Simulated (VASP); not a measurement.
Set up this calculation in VASP 6.6.1, as the native input.

```yaml
Task: single point
Functional: PBE
Potentials_or_basis: VASP PAW PBE potentials, release 64 (B, As)
Cutoff: 520 eV
k_mesh: 10 × 10 × 10
Occupations: gaussian, width 0.05 eV
Spin: no spin polarisation
Dipole_correction: no
Further_INCAR_settings: ALGO = Normal; EDIFF = 1e-07; NBANDS = 11
```

The structure of BAs lies in POSCAR:

```
BAs
1.0
    0.0000000000      2.5005876081      2.3082347151
    2.5005876081      0.0000000000      2.3082347151
    2.5005876081      2.5005876081      0.0000000000
B As
1 1
Direct
    0.0000000000      0.0000000000      0.0000000000
    0.7500000000      0.7500000000      0.7500000000
```

This cell differs from its parent crystal: strain +0.040 along x and y, -0.040 along z.

The input as run:

INCAR

```
PREC = Accurate
ENCUT = 520
EDIFF = 1E-7
ISMEAR = 0
SIGMA = 0.05
LREAL = F
LASPH = T
NELM = 60
ALGO = Normal
ISIF = 2
LWAVE = F
LCHARG = F
GGA = PE
NBANDS = 11
```

KPOINTS

```
regular mesh
0
Gamma
  10 10 10
```

Potentials or basis: VASP PAW PBE potentials, release 64 (B, As).

Launch:

```bash
$ cat potpaw_PBE.64/B/POTCAR potpaw_PBE.64/As/POTCAR > POTCAR
$ mpirun -np 1 vasp_std > vasp.out
```

Results of the run:

```yaml
Pressure: -4.1 GPa
Band_gap_on_the_k_mesh: 0.12 eV, indirect (least direct gap 2.44 eV)
```

Caveat: the cell differs from its parent crystal (strain +0.040 along x and y, -0.040 along z).

Wall time 27 s on 1 thread of Intel(R) Xeon(R) Platinum 8488C (Sapphire Rapids), on a shared host, peak memory 0.18 GiB.
